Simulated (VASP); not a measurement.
# MgS (l.bA) (Fm-3m) in VASP: notebook, part 2 of 2

VASP 6.6.1.

**3. Relaxation of cell and atoms, LDA**

This run uses another cell than the first one, of 17.47 Å³/atom, 1.036 times its volume.

Input file INCAR:

```
ALGO = Normal
EDIFF = 1E-7
EDIFFG = -0.002
ENCUT = 600
GGA = CA
GGA_COMPAT = F
IBRION = 2
ISIF = 3
ISMEAR = 0
LASPH = T
LCHARG = F
LREAL = F
LWAVE = F
NELM = 120
NELMIN = 4
NSW = 100
PREC = Accurate
SIGMA = 0.02
```

Input file KPOINTS:

```
k-points
0
Gamma
  8 8 8
```

Input file POSCAR:

```
MgS
1.0
    0.0000000000      2.5950000000      2.5950000000
    2.5950000000      0.0000000000      2.5950000000
    2.5950000000      2.5950000000      0.0000000000
Mg S
1 1
Direct
    0.0000000000      0.0000000000      0.0000000000
    0.5000000000      0.5000000000      0.5000000000
```

Potentials or basis: VASP PAW LDA potentials, release 64 (Mg, S).

Run with:

```bash
$ cat potpaw_LDA.64/Mg/POTCAR potpaw_LDA.64/S/POTCAR > POTCAR
$ mpirun -np 1 vasp_std > vasp.out
```

OUTCAR:

```text
EDIFF = 1E-7
   EDIFFG = -0.002
   ENCUT = 600
   GGA = CA
   IBRION = 2
   ISIF = 3
   ISMEAR = 0
   LASPH = T
   LREAL = F
   NELM = 120
   NELMIN = 4
   NSW = 100
   PREC = Accurate

 ion  position               nearest neighbor table
   1  0.000  0.000  0.000-   2 2.60   2 2.60   2 2.60   2 2.60   2 2.60   2 2.60
   2  0.500  0.500  0.500-   1 2.60   1 2.60   1 2.60   1 2.60   1 2.60   1 2.60

  LATTYP: Found a face centered cubic cell.
 ALAT       =     5.1900000000

  Lattice vectors:

 A1 = (   0.0000000000,   2.5950000000,   2.5950000000)
 A2 = (   2.5950000000,   0.0000000000,   2.5950000000)
 A3 = (   2.5950000000,   2.5950000000,   0.0000000000)

Analysis of symmetry for initial positions (statically):
=====================================================================
 Subroutine PRICEL returns:
 Original cell was already a primitive cell.

 Routine SETGRP: Setting up the symmetry group for a
 face centered cubic supercell.

 Subroutine GETGRP returns: Found 48 space group operations
 (whereof 48 operations were pure point group operations)
 out of a pool of 48 trial point group operations.

The static configuration has the point symmetry O_h .

Analysis of symmetry for dynamics (positions and initial velocities):
=====================================================================
 Subroutine PRICEL returns:
 Original cell was already a primitive cell.

 Routine SETGRP: Setting up the symmetry group for a
 face centered cubic supercell.

 Subroutine GETGRP returns: Found 48 space group operations
 (whereof 48 operations were pure point group operations)
 out of a pool of 48 trial point group operations.

The dynamic configuration has the point symmetry O_h .

 Subroutine INISYM returns: Found 48 space group operations
 (whereof 48 operations are pure point group operations),
 and found     1 'primitive' translations

----------------------------------------------------------------------------------------
[... 123 lines left out ...]
   LRPA    =     F    only Hartree local field effects (RPA)
 conjugate gradient relaxation of ions
 non-spin polarized calculation
 Gauss-broadening in eV      SIGMA  =   0.02
  energy-cutoff  :      600.00
  volume of cell :       34.95
 maximum number of plane-waves:      1211
 NGX is ok and might be reduce to    30
   NGX = 15   NGY = 15   NGZ = 15

--------------------------------------- Ionic step        1  -------------------------------------------

 number of electron       7.9999999 magnetization

 Free energy of the ion-electron system (eV)
  ---------------------------------------------------
  ext. energy  EPLUGINS =         0.00000000
  ---------------------------------------------------
  free energy    TOTEN  =        -9.57763657 eV

  energy without entropy =       -9.57763657  energy(sigma->0) =       -9.57763657

------------------------ aborting loop because EDIFF is reached ----------------------------------------

  FORCE on cell =-STRESS in cart. coord.  units (eV):
  Direction    XX          YY          ZZ          XY          YZ          ZX
  --------------------------------------------------------------------------------------
  -------------------------------------------------------------------------------------
  Total       -0.7159878     -0.7159878     -0.7159878      0.0000000      0.0000000      0.0000000
  in kB      -32.8226846    -32.8226846    -32.8226846      0.0000000      0.0000000      0.0000000
  external PRESSURE =     -32.8226846 kB  Pullay stress =       0.0000000 kB
[... 59 lines left out ...]
--------------------------------------- Ionic step        3  -------------------------------------------

 number of electron       8.0000001 magnetization

 Free energy of the ion-electron system (eV)
  ---------------------------------------------------
  ext. energy  EPLUGINS =         0.00000000
  ---------------------------------------------------
  free energy    TOTEN  =        -9.59288550 eV

  energy without entropy =       -9.59288550  energy(sigma->0) =       -9.59288550

 E-fermi :   4.1387     XC(G=0): -10.1939

 val. band max:        4.0401853041   @ k =   0.0000   0.0000   0.0000
 cond. band min:       6.7032648410   @ k =   0.5000   0.5000   0.0000
 fundamental gap:      2.6630795370
 Fermi energy:         4.1386735341

 k-point     1 :       0.0000    0.0000    0.0000
  band No.  band energies     occupation
      1      -8.8946      2.00000
      2       4.0402      2.00000
      3       4.0402      2.00000
      4       4.0402      2.00000
      5       7.9349      0.00000
      6      11.8408      0.00000
      7      11.8408      0.00000
      8      11.8408      0.00000
[... 243 lines left out ...]
 k-point    24 :      -0.3750    0.2500    0.1250
  band No.  band energies     occupation
      1      -7.2068      2.00000
      2      -0.5866      2.00000
      3       1.7141      2.00000
      4       2.7770      2.00000
      5       9.5475      0.00000
      6      10.0964      0.00000
      7      12.4600      0.00000
      8      13.5678      0.00000

 [... further k-points ...]
[... 5 lines left out ...]
  --------------------------------------------------------------------------------------
  -------------------------------------------------------------------------------------
  Total        0.0001170      0.0001170      0.0001170      0.0000000      0.0000000      0.0000000
  in kB        0.0055936      0.0055936      0.0055936      0.0000000      0.0000000      0.0000000
  external PRESSURE =       0.0055936 kB  Pullay stress =       0.0000000 kB
[... 17 lines left out ...]
  FREE ENERGIE OF THE ION-ELECTRON SYSTEM (eV)
  ---------------------------------------------------
  free  energy   TOTEN  =        -9.5928855027 eV

  energy  without entropy=       -9.5928855027  energy(sigma->0) =       -9.59288550

 reached required accuracy - stopping structural energy minimisation
```

OSZICAR:

```text
N       E                     dE             d eps       ncg     rms          rms(c)
DAV:   1     0.244003538471E+02    0.24400E+02   -0.40827E+03   488   0.917E+02
DAV:   2    -0.892807531126E+01   -0.33328E+02   -0.31386E+02   648   0.110E+02
DAV:   3    -0.100067288991E+02   -0.10787E+01   -0.10787E+01   552   0.276E+01
[... 23 lines left out ...]
DAV:   3    -0.959290243070E+01    0.27065E-03   -0.14674E-03   512   0.219E-01    0.854E-02
DAV:   4    -0.959289602115E+01    0.64095E-05   -0.10831E-05   552   0.289E-02    0.727E-02
DAV:   5    -0.959288569498E+01    0.10326E-04   -0.59668E-06   496   0.173E-02    0.870E-03
DAV:   6    -0.959288551202E+01    0.18297E-06   -0.10131E-07   408   0.268E-03    0.440E-03
DAV:   7    -0.959288550275E+01    0.92674E-08   -0.35249E-09   256   0.478E-04
   3 F= -.95928855E+01 E0= -.95928855E+01  d E =-.152489E-01
```

Wall time 22 s (1 thread of Intel Xeon Platinum 8488C (Sapphire Rapids), shared host); peak memory 0.16 GiB.

What came out:

| Quantity | Value |
| --- | --- |
| Free energy | -9.5929 eV |
| Relaxed volume | 16.76 Å³/atom |
| Relaxed cell | a = 3.619 Å, b = 3.619 Å, c = 3.619 Å, α = 60.00°, β = 60.00°, γ = 60.00° |
| Space group after relaxing (to 0.05 Å) | Fm-3m (No. 225) |
| Energy gained by relaxing | 7.6 meV/atom |
| Ionic steps | 3 |
| Pressure after relaxing | 0.0 GPa |
| Band gap on the k mesh | 2.66 eV, indirect (least direct gap 3.89 eV) |

Step by step:
```csv
step,energy change (eV),largest force (eV/Å),pressure (GPa),volume (Å³)
1,0.0000,0.0000,-3.28,34.95
2,-0.0143,0.0000,0.89,33.17
3,-0.0152,0.0000,0.00,33.51
```

Final structure:
```xyz
2
Lattice="0.0000 2.5589 2.5589 2.5589 0.0000 2.5589 2.5589 2.5589 0.0000" Properties=species:S:1:pos:R:3 pbc="T T T"
Mg    0.0000    0.0000    0.0000
S     2.5589    2.5589    2.5589
```

A k mesh can miss the band edges.
